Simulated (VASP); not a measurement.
## LaB6: relaxation of the atoms with PBE

LaB6:

```
CELL_PARAMETERS angstrom
4.15700 0.00000 0.00000
0.00000 4.15700 0.00000
0.00000 0.00000 4.15700
ATOMIC_POSITIONS crystal
La 0.00000 0.00000 0.00000
B 0.21170 0.50000 0.50000
B 0.78830 0.50000 0.50000
B 0.50000 0.50000 0.21170
B 0.50000 0.50000 0.78830
B 0.50000 0.21170 0.50000
B 0.50000 0.78830 0.50000
```

* Program: VASP 6.6.1
* Task: relaxation of the atoms
* Functional: PBE
* Potentials or basis: VASP PAW PBE potentials, release 64 (La, B)
* Cutoff: 520 eV
* k mesh: 6 × 6 × 6
* Occupations: gaussian, width 0.05 eV
* Spin: no spin polarisation
* Dipole correction: no
* Further INCAR settings: ALGO = Normal; EDIFF = 1e-06; IBRION = 2; EDIFFG = -0.015; NSW = 60

- Energy gained by relaxing: 65.6 meV/atom
- Ionic steps: 4
- Pressure after relaxing: -0.4 GPa

The path:
```tsv
step	energy change (eV)	largest force (eV/Å)	pressure (GPa)
1	0.0000	3.0525	4.27
2	1.4917	7.1361	3.83
3	-0.4587	0.0682	-0.43
4	-0.4589	0.0018	-0.38
```

Final structure:
```cif
data_structure
_symmetry_space_group_name_H-M 'P 1'
_symmetry_Int_Tables_number 1
_cell_length_a 4.1570
_cell_length_b 4.1570
_cell_length_c 4.1570
_cell_angle_alpha 90.000
_cell_angle_beta 90.000
_cell_angle_gamma 90.000
_cell_volume 71.84
loop_
_atom_site_label
_atom_site_type_symbol
_atom_site_fract_x
_atom_site_fract_y
_atom_site_fract_z
_atom_site_occupancy
La1 La 0.00000 0.00000 0.00000 1
B1 B 0.19968 0.50000 0.50000 1
B2 B 0.80032 0.50000 0.50000 1
B3 B 0.50000 0.50000 0.19968 1
B4 B 0.50000 0.50000 0.80032 1
B5 B 0.50000 0.19968 0.50000 1
B6 B 0.50000 0.80032 0.50000 1
```

Levels at points of the mesh, in eV from the Fermi level:
| k point | band 10 | band 11 | band 12 | band 13 | band 14 | band 15 | band 16 | band 17 | band 18 |
| --- | --- | --- | --- | --- | --- | --- | --- | --- | --- |
| (0.00, 0.00, 0.00) | -6.98 | -6.98 | -1.88 | -1.88 | -1.88 | 0.19 | 0.19 | 0.19 | 1.48 |
| (0.50, 0.00, 0.00) | -6.48 | -3.47 | -3.47 | -3.21 | -2.49 | -1.50 | 1.44 | 1.55 | 1.55 |
| (0.50, 0.50, 0.00) | -6.18 | -4.46 | -4.46 | -2.90 | -2.90 | 1.00 | 1.00 | 1.92 | 1.95 |
| (0.50, 0.50, 0.50) | -4.73 | -4.73 | -2.41 | -2.41 | -2.41 | 1.45 | 1.73 | 1.73 | 1.73 |

It took 74 s on 1 thread of Intel(R) Xeon(R) Platinum 8259CL CPU @ 2.50GHz (Skylake/Cascade Lake), on a shared host, peak memory 0.19 GiB.

Caveat: spin-orbit coupling is left out, which moves the levels of the heavy elements.
